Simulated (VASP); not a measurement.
# KMgF3 (cubic perovskite) (Pm-3m) in VASP: notebook

The runs below take KMgF3 (cubic perovskite) through single point, with r2SCAN.

Everything below comes from runs of VASP 6.6.1. Logs are shortened: lines on timing, memory, paths and dates and some standing lists are left out, and cuts for length are marked.

### Step 1. The cell of the first run

The structure is cubic, space group Pm-3m (No. 221). The conventional cell has a = 3.979 Å, b = 3.979 Å, c = 3.979 Å, α = 90.00°, β = 90.00°, γ = 90.00°. K (site symmetry m-3m) has 12 F at 2.81 Å and 8 Mg at 3.45 Å within 3.7 Å. Mg (site symmetry m-3m) has 6 F at 1.99 Å within 2.6 Å. Within 2.6 Å of F (site symmetry 4/mmm) lie 2 Mg at 1.99 Å.

### Step 2. Single point, r2SCAN (volume scaled by 0.98)

Input file POSCAR:

```
KMgF3
1.0
    3.9791132838      0.0000000000      0.0000000000
    0.0000000000      3.9791132838      0.0000000000
    0.0000000000      0.0000000000      3.9791132838
K Mg F
1 1 3
Direct
    0.5000000000      0.5000000000      0.5000000000
    0.0000000000      0.0000000000      0.0000000000
    0.5000000000      0.0000000000      0.0000000000
    0.0000000000      0.5000000000      0.0000000000
    0.0000000000      0.0000000000      0.5000000000
```

Input file INCAR.step1:

```
SYSTEM = KMgF3
PREC = Accurate ; ENCUT = 520
ISMEAR = 0 ; SIGMA = 0.01
LREAL = .FALSE. ; LASPH = .TRUE.
NELM = 80 ; NBANDS = 24
GGA = PE ; ALGO = Normal
EDIFF = 1E-4 ; LWAVE = .TRUE.
LCHARG = .FALSE.
```

Input file INCAR.step2:

```
SYSTEM = KMgF3
PREC = Accurate ; ENCUT = 520
EDIFF = 1E-6 ; ISMEAR = 0
SIGMA = 0.01 ; LREAL = .FALSE.
LASPH = .TRUE. ; NELM = 80
ALGO = Normal ; ISIF = 2
LWAVE = .FALSE. ; LCHARG = .FALSE.
METAGGA = R2SCAN ; LMIXTAU = .TRUE.
NBANDS = 24 ; ISTART = 1
```

Input file KPOINTS:

```
regular mesh
0
G
  6 6 6
  0 0 0
```

Potentials or basis: VASP PAW PBE potentials, release 64 (K_sv, Mg, F).

The run is started by

```
> cat potpaw_PBE.64/K_sv/POTCAR potpaw_PBE.64/Mg/POTCAR potpaw_PBE.64/F/POTCAR > POTCAR
> cp INCAR.step1 INCAR
> mpirun -np 1 vasp_std > vasp.out
> cp INCAR.step2 INCAR
> mpirun -np 1 vasp_std > vasp.out
```

OUTCAR:

```text
SYSTEM = KMgF3
   PREC = Accurate
   ENCUT = 520
   EDIFF = 1E-6
   ISMEAR = 0
   LREAL = .FALSE.
   LASPH = .TRUE.
   NELM = 80
   ISIF = 2
   METAGGA = R2SCAN
   ISTART = 1

 ion  position               nearest neighbor table
   1  0.500  0.500  0.500-   3 2.81   4 2.81   5 2.81   3 2.81   4 2.81   3 2.81   5 2.81   3 2.81
                             4 2.81   5 2.81   4 2.81   5 2.81   2 3.45   2 3.45   2 3.45   2 3.45
   2  0.000  0.000  0.000-   3 1.99   4 1.99   5 1.99   5 1.99   4 1.99   3 1.99   1 3.45   1 3.45
                             1 3.45   1 3.45   1 3.45   1 3.45   1 3.45   1 3.45
   3  0.500  0.000  0.000-   2 1.99   2 1.99   1 2.81   1 2.81   1 2.81   1 2.81
   4  0.000  0.500  0.000-   2 1.99   2 1.99   1 2.81   1 2.81   1 2.81   1 2.81
   5  0.000  0.000  0.500-   2 1.99   2 1.99   1 2.81   1 2.81   1 2.81   1 2.81

  LATTYP: Found a simple cubic cell.
 ALAT       =     3.9791132838

  Lattice vectors:

 A1 = (   3.9791132838,   0.0000000000,   0.0000000000)
 A2 = (   0.0000000000,   3.9791132838,   0.0000000000)
 A3 = (   0.0000000000,   0.0000000000,   3.9791132838)

Analysis of symmetry for initial positions (statically):
=====================================================================
 Subroutine PRICEL returns:
 Original cell was already a primitive cell.

 Routine SETGRP: Setting up the symmetry group for a
 simple cubic supercell.

 Subroutine GETGRP returns: Found 48 space group operations
[... 9 lines left out ...]

 Routine SETGRP: Setting up the symmetry group for a
 simple cubic supercell.

 Subroutine GETGRP returns: Found 48 space group operations
[... 11 lines left out ...]
                                     Primitive cell

  volume of cell :      63.0027

  direct lattice vectors                    reciprocal lattice vectors
     3.979113284  0.000000000  0.000000000     0.251312272  0.000000000  0.000000000
     0.000000000  3.979113284  0.000000000     0.000000000  0.251312272  0.000000000
     0.000000000  0.000000000  3.979113284     0.000000000  0.000000000  0.251312272

  length of vectors
     3.979113284  3.979113284  3.979113284     0.251312272  0.251312272  0.251312272

  position of ions in fractional coordinates (direct lattice)
     0.500000000  0.500000000  0.500000000
     0.000000000  0.000000000  0.000000000
     0.500000000  0.000000000  0.000000000
     0.000000000  0.500000000  0.000000000
     0.000000000  0.000000000  0.500000000

  ion indices of the primitive-cell ions
   primitive index   ion index
                 1           1
                 2           2
                 3           3
                 4           4
                 5           5

----------------------------------------------------------------------------------------

 KPOINTS: regular mesh

Automatic generation of k-mesh.
 Grid dimensions read from file:
 generate k-points for:    6    6    6

 Generating k-lattice:

  Cartesian coordinates                     Fractional coordinates (reciprocal lattice)
     0.041885379  0.000000000  0.000000000     0.166666667  0.000000000  0.000000000
     0.000000000  0.041885379  0.000000000     0.000000000  0.166666667  0.000000000
     0.000000000  0.000000000  0.041885379     0.000000000  0.000000000  0.166666667

  Length of vectors
     0.041885379  0.041885379  0.041885379

  Shift w.r.t. Gamma in fractional coordinates (k-lattice)
     0.000000000  0.000000000  0.000000000

 Subroutine IBZKPT returns following result:
 ===========================================

 Found     20 irreducible k-points:

 Following reciprocal coordinates:
            Coordinates               Weight
  0.000000  0.000000  0.000000      1.000000
  0.166667  0.000000  0.000000      6.000000
  0.333333  0.000000  0.000000      6.000000
  0.500000  0.000000  0.000000      3.000000
  0.166667  0.166667  0.000000     12.000000
  0.333333  0.166667  0.000000     24.000000
[... 12 lines left out ...]
  0.500000  0.500000  0.333333      6.000000
  0.500000  0.500000  0.500000      1.000000
   k-points           NKPTS =     20   k-points in BZ     NKDIM =     20   number of bands    NBANDS=     24
   number of dos      NEDOS =    301   number of ions     NIONS =      5
   total plane-waves  NPLWV =  27000
   dimension x,y,z NGX =    30 NGY =   30 NGZ =   30
   dimension x,y,z NGXF=    60 NGYF=   60 NGZF=   60
   ions per type =               1   1   3
   NGX,Y,Z   is equivalent  to a cutoff of  12.53, 12.53, 12.53 a.u.
   NGXF,Y,Z  is equivalent  to a cutoff of  25.07, 25.07, 25.07 a.u.
 SYSTEM =  KMgF3
   PREC   = accura    normal or accurate (medium, high low for compatibility)
   ISTART =      1    job   : 0-new  1-cont  2-samecut
   ICHARG =      0    charge: 1-file 2-atom 10-const
   ISPIN  =      1    spin polarized calculation?
   LNONCOLLINEAR =      F non collinear calculations
   LSORBIT =      F    spin-orbit coupling
   LASPH  =      T    aspherical Exc in radial PAW
   ENCUT  =  520.0 eV  38.22 Ry    6.18 a.u.   7.40  7.40  7.40*2*pi/ulx,y,z
   NELM   =     80;   NELMIN=  2; NELMDL=  0     # of ELM steps
   EDIFF  = 0.1E-05   stopping-criterion for ELM
   LREAL  =      F    real-space projection
   EDIFFG = 0.1E-04   stopping-criterion for IOM
   NSW    =      0    number of steps for IOM
   IBRION =     -1    ionic relax: 0-MD 1-quasi-New 2-CG
   NFREE  =      0    steps in history (QN), initial steepest desc. (CG)
   ISIF   =      2    stress and relaxation
   ISYM   =      2    0-nonsym 1-usesym 2-fastsym
   POTIM  = 0.5000    time-step for ionic-motion
   TEBEG  =    0.0;   TEEND  =   0.0 temperature during run
   PSTRESS=    0.0 pullay stress
   NELECT =      32.0000    total number of electrons
   NUPDOWN=      -1.0000    fix difference up-down
   EMIN   =  10.00;   EMAX   =-10.00  energy-range for DOS
   EFERMI =   0.00;   METHOD = LEGACY
   ISMEAR =     0;   SIGMA  =   0.01  broadening in eV -4-tet -1-fermi 0-gaus
   EFERMI_NEDOS =   21; number of points for ismear=-14 and -15
   IALGO  =     38    algorithm
   IMIX   =      4    mixing-type and parameters
     AMIX     =   0.40;   BMIX     =  1.00
     AMIX_MAG =   1.60;   BMIX_MAG =  1.00
  volume/ion in A,a.u.               =      12.60        85.03
  Fermi-wavevector in a.u.,A,eV,Ry     =   1.306186  2.468335 23.213215  1.706123
  Thomas-Fermi vector in A             =   2.437005
   LORBIT       =      0    0 simple, 1 ext, 2 COOP (PROOUT), +10 PAW based schemes
   METAGGA = R2SCAN    functional components
   LHFCALC =     F    Hartree Fock is set to
   AEXX    =    0.0000 exact exchange contribution
   IVDW    =     0    specifies the selected vdW correction
   LEPSILON=     F    determine dielectric tensor
   LRPA    =     F    only Hartree local field effects (RPA)
 non-spin polarized calculation
 Gauss-broadening in eV      SIGMA  =   0.01
  energy-cutoff  :      520.00
  volume of cell :       63.00
 maximum number of plane-waves:      1743
 NGX is ok and might be reduce to    30
   NGX = 15   NGY = 15   NGZ = 15

 number of electron      31.9999959 magnetization

 Free energy of the ion-electron system (eV)
  ---------------------------------------------------
  ext. energy  EPLUGINS =         0.00000000
  ---------------------------------------------------
  free energy    TOTEN  =       -37.41573520 eV

  energy without entropy =      -37.41573520  energy(sigma->0) =      -37.41573520

 E-fermi :  -2.0351     XC(G=0): -10.2318

 val. band max:       -2.1911919331   @ k =   0.5000   0.5000   0.5000
 cond. band min:       6.0972752307   @ k =   0.0000   0.0000   0.0000
 fundamental gap:      8.2884671638
 Fermi energy:        -2.0351353718

 k-point     1 :       0.0000    0.0000    0.0000
  band No.  band energies     occupation
      1     -28.7802      2.00000
      2     -23.4452      2.00000
      3     -22.8083      2.00000
      4     -22.8083      2.00000
      5     -11.5076      2.00000
      6     -11.5076      2.00000
[... 16 lines left out ...]
     23      13.1048      0.00000
     24      16.0752      0.00000

 k-point     2 :       0.1667    0.0000    0.0000
  band No.  band energies     occupation
      1     -28.7728      2.00000
      2     -23.4160      2.00000
      3     -22.8439      2.00000
      4     -22.8056      2.00000
      5     -11.5039      2.00000
      6     -11.4938      2.00000
[... 16 lines left out ...]
     23      13.0886      0.00000
     24      15.9010      0.00000

 k-point     3 :       0.3333    0.0000    0.0000
  band No.  band energies     occupation
      1     -28.7579      2.00000
      2     -23.3438      2.00000
      3     -22.9288      2.00000
      4     -22.8016      2.00000
      5     -11.4966      2.00000
      6     -11.4658      2.00000
[... 16 lines left out ...]
     23      12.9505      0.00000
     24      15.3938      0.00000

 k-point     4 :       0.5000    0.0000    0.0000
  band No.  band energies     occupation
      1     -28.7504      2.00000
      2     -23.2952      2.00000
      3     -22.9840      2.00000
      4     -22.7990      2.00000
      5     -11.4930      2.00000
      6     -11.4517      2.00000
[... 16 lines left out ...]
     23      13.2769      0.00000
     24      14.4453      0.00000

 k-point     5 :       0.1667    0.1667    0.0000
  band No.  band energies     occupation
      1     -28.7659      2.00000
      2     -23.3851      2.00000
      3     -22.8581      2.00000
      4     -22.8236      2.00000
      5     -11.5244      2.00000
      6     -11.4805      2.00000
[... 343 lines left out ...]
 k-point    18 :       0.5000    0.3333    0.3333
  band No.  band energies     occupation
      1     -28.7234      2.00000
      2     -23.0659      2.00000
      3     -22.9931      2.00000
      4     -22.9406      2.00000
      5     -11.6397      2.00000
      6     -11.6334      2.00000
[... 16 lines left out ...]
     23      13.2891      0.00000
     24      14.4989      0.00000

 k-point    19 :       0.5000    0.5000    0.3333
  band No.  band energies     occupation
      1     -28.7196      2.00000
      2     -22.9992      2.00000
      3     -22.9910      2.00000
      4     -22.9910      2.00000
      5     -11.6659      2.00000
      6     -11.6659      2.00000
[... 16 lines left out ...]
     23      13.6754      0.00000
     24      13.6754      0.00000

 k-point    20 :       0.5000    0.5000    0.5000
  band No.  band energies     occupation
      1     -28.7162      2.00000
      2     -22.9856      2.00000
      3     -22.9856      2.00000
      4     -22.9856      2.00000
      5     -11.6933      2.00000
      6     -11.6933      2.00000
[... 16 lines left out ...]
     23      14.0851      0.00000
     24      14.0851      0.00000

------------------------ aborting loop because EDIFF is reached ----------------------------------------

  FORCE on cell =-STRESS in cart. coord.  units (eV):
  Direction    XX          YY          ZZ          XY          YZ          ZX
  --------------------------------------------------------------------------------------
  -------------------------------------------------------------------------------------
  Total       -0.2049170     -0.2049170     -0.2049170     -0.0000000      0.0000000      0.0000000
  in kB       -5.2111027     -5.2111027     -5.2111027     -0.0000000      0.0000000      0.0000000
  external PRESSURE =      -5.2111027 kB  Pullay stress =       0.0000000 kB

 VOLUME and BASIS-vectors are now :
 -----------------------------------------------------------------------------
  energy-cutoff  :      520.00
  volume of cell :       63.00
      direct lattice vectors                 reciprocal lattice vectors
     3.979113284  0.000000000  0.000000000     0.251312272  0.000000000  0.000000000
     0.000000000  3.979113284  0.000000000     0.000000000  0.251312272  0.000000000
     0.000000000  0.000000000  3.979113284     0.000000000  0.000000000  0.251312272

 POSITION                                       TOTAL-FORCE (eV/Angst)
 -----------------------------------------------------------------------------------
      1.98956      1.98956      1.98956         0.000000      0.000000      0.000000
      0.00000      0.00000      0.00000         0.000000      0.000000      0.000000
      1.98956      0.00000      0.00000         0.000000      0.000000      0.000000
      0.00000      1.98956      0.00000         0.000000      0.000000      0.000000
      0.00000      0.00000      1.98956         0.000000      0.000000      0.000000
 -----------------------------------------------------------------------------------
    total drift:                                0.000000     -0.000000      0.000000

  FREE ENERGIE OF THE ION-ELECTRON SYSTEM (eV)
  ---------------------------------------------------
  free  energy   TOTEN  =       -37.4157352048 eV

  energy  without entropy=      -37.4157352048  energy(sigma->0) =      -37.41573520
```

It took 2.1 min on 1 thread of Intel Xeon Platinum 8259CL at 2.50GHz (Skylake/Cascade Lake), shared host; peak memory 0.18 GiB.

What came out:

```yaml
Free_energy: -37.4157 eV
Pressure: -0.5 GPa
Band_gap_on_the_k_mesh: 8.29 eV, indirect (least direct gap 8.61 eV)
```

Caveat: the PAW data sets were made with another functional, which shifts forces and pressure a little.

### Step 3. Single point, r2SCAN (volume scaled by 1.02)

POSCAR, as its differences from that of step 2:

```diff
@@ -2,5 +2,5 @@
 1.0
-    3.9791132838      0.0000000000      0.0000000000
-    0.0000000000      3.9791132838      0.0000000000
-    0.0000000000      0.0000000000      3.9791132838
+    4.0325305745      0.0000000000      0.0000000000
+    0.0000000000      4.0325305745      0.0000000000
+    0.0000000000      0.0000000000      4.0325305745
 K Mg F
```

Input file INCAR.step1:

```
SYSTEM = KMgF3
PREC = Accurate
ENCUT = 520
ISMEAR = 0
SIGMA = 0.01
LREAL = .FALSE.
LASPH = .TRUE.
NELM = 80
NBANDS = 24
GGA = PE
ALGO = Normal
EDIFF = 1E-4
LWAVE = .TRUE.
LCHARG = .FALSE.
```

Input file INCAR.step2:

```
SYSTEM = KMgF3
PREC = Accurate
ENCUT = 520
EDIFF = 1E-6
ISMEAR = 0
SIGMA = 0.01
LREAL = .FALSE.
LASPH = .TRUE.
NELM = 80
ALGO = Normal
ISIF = 2
LWAVE = .FALSE.
LCHARG = .FALSE.
METAGGA = R2SCAN
LMIXTAU = .TRUE.
NBANDS = 24
ISTART = 1
```

Input file KPOINTS:

```
Automatic mesh
0
G
  6 6 6
  0 0 0
```

Potentials or basis: VASP PAW PBE potentials, release 64 (K_sv, Mg, F).

The run is started by

```
> cat potpaw_PBE.64/K_sv/POTCAR potpaw_PBE.64/Mg/POTCAR potpaw_PBE.64/F/POTCAR > POTCAR
> cp INCAR.step1 INCAR
> mpirun -np 1 vasp_std > vasp.out
> cp INCAR.step2 INCAR
> mpirun -np 1 vasp_std > vasp.out
```

It took 2.4 min on 1 thread of Intel Xeon Platinum 8259CL at 2.50GHz (Skylake/Cascade Lake), shared host; peak memory 0.18 GiB.

It converged, with:

```
Free energy            : -37.3889 eV
Pressure               : -3.4 GPa
Band gap on the k mesh : 7.98 eV, indirect (least direct gap 8.30 eV)
```

Levels at points of the mesh, in eV from the valence-band top:
| k point | band 13 | band 14 | band 15 | band 16 | band 17 | band 18 | band 19 | band 20 |
| --- | --- | --- | --- | --- | --- | --- | --- | --- |
| (0.00, 0.00, 0.00) | -0.60 | -0.32 | -0.32 | -0.32 | 7.98 | 10.79 | 10.79 | 13.08 |
| (0.50, 0.00, 0.00) | -0.83 | -0.82 | -0.51 | -0.51 | 10.78 | 11.11 | 11.80 | 13.60 |
| (0.50, 0.50, 0.00) | -0.98 | -0.86 | -0.86 | -0.02 | 11.66 | 12.38 | 13.31 | 13.31 |
| (0.50, 0.50, 0.50) | -1.09 | 0.00 | 0.00 | 0.00 | 11.23 | 11.23 | 11.23 | 14.85 |

Caveat: the PAW data sets were made with another functional, which shifts forces and pressure a little. A k mesh can miss the band edges.
